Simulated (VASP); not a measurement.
Wanted: the native input for a VASP 6.6.1 run.

```yaml
Task: single point
Functional: PBE
Potentials_or_basis: VASP PAW PBE potentials, release 64 (Ba_sv, Ti_sv, O)
Cutoff: 520 eV
k_mesh: 6 × 6 × 6
Occupations: gaussian, width 0.05 eV
Spin: no spin polarisation
Dipole_correction: no
Further_INCAR_settings: ALGO = Normal; EDIFF = 1e-06; NBANDS = 28
```

The structure of BaTiO3 lies in POSCAR:

```
BaTiO3
1.0
    2.8168840550      1.6263287674      2.4342033471
   -2.8168840550      1.6263287674      2.4342033471
    0.0000000000     -3.2526575348      2.4342033471
Ba Ti O
1 1 3
Direct
    0.0049545205      0.0049545205      0.0049545205
    0.5191875227      0.5191875227      0.5191875227
    0.4883938465      0.4883938465      0.9777702638
    0.4883938465      0.9777702638      0.4883938465
    0.9777702638      0.4883938465      0.4883938465
```

This cell differs from its parent crystal: ratio of the length along z to the lengths across it x 1.05, volume and fractional coordinates fixed.

These files were run (other wordings do the same):

INCAR

```
  PREC = Accurate
  ENCUT = 520
  EDIFF = 1E-6
  ISMEAR = 0
  SIGMA = 0.05
  LREAL = False
  LASPH = True
  NELM = 60
  ALGO = Normal
  ISIF = 2
  LWAVE = False
  LCHARG = False
  GGA = PE
  NBANDS = 28
```

KPOINTS

```
Automatic mesh
0
Gamma
  6 6 6
```

Potentials or basis: VASP PAW PBE potentials, release 64 (Ba_sv, Ti_sv, O).

The run is started by

```bash
$ cat potpaw_PBE.64/Ba_sv/POTCAR potpaw_PBE.64/Ti_sv/POTCAR potpaw_PBE.64/O/POTCAR > POTCAR
$ mpirun -np 1 vasp_std > vasp.out
```

Results of the run:

| Quantity | Value |
| --- | --- |
| Pressure | 2.3 GPa |
| Largest force | 0.156 eV/Å |
| Band gap on the k mesh | 2.59 eV, indirect (least direct gap 3.02 eV) |

Caveat: spin-orbit coupling is left out, which moves the levels of the heavy elements.

Wall time 53 s on 1 thread of Intel Xeon 6975P-C (shared host), peak memory 0.21 GiB.
